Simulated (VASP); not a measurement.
TiO2, 6 atoms in the cell. It takes space group P4_2/mnm (No. 136, tetragonal). Conventional cell: a = 4.542 Å, b = 4.542 Å, c = 2.935 Å, α = 90.00°, β = 90.00°, γ = 90.00°. Ti (site symmetry mmm) has 6 O at 1.94 to 1.95 Å within 2.6 Å. Within 2.6 Å of O (site symmetry m2m) lie 3 Ti at 1.94 to 1.95 Å and 1 O at 2.52 Å. 

| Property | Result |
| --- | --- |
| Program | VASP 6.6.1 |
| Task | single point |
| Functional | r2SCAN |
| Potentials or basis | VASP PAW PBE potentials, release 64 (Ti_sv, O) |
| Cutoff | 520 eV |
| k mesh | 6 × 6 × 10 |
| Occupations | gaussian, width 0.02 eV |
| Spin | no spin polarisation |
| Dipole correction | no |
| Further INCAR settings | ALGO = Normal; EDIFF = 1e-06; NBANDS = 33 |

Potentials or basis: VASP PAW PBE potentials, release 64 (Ti_sv, O).

Command:

```bash
$ cat potpaw_PBE.64/Ti_sv/POTCAR potpaw_PBE.64/O/POTCAR > POTCAR
$ cp INCAR.step1 INCAR
$ mpirun -np 1 vasp_std > vasp.out
$ cp INCAR.step2 INCAR
$ mpirun -np 1 vasp_std > vasp.out
```

Hardware: 1 thread of Intel(R) Xeon(R) Platinum 8488C (Sapphire Rapids), with other jobs on the host.

Q: Estimate the wall time of this run.

A: Run time: 4.4 min on 1 thread of Intel(R) Xeon(R) Platinum 8488C (Sapphire Rapids), on a shared host, peak memory 0.23 GiB. Counts: k points 60.
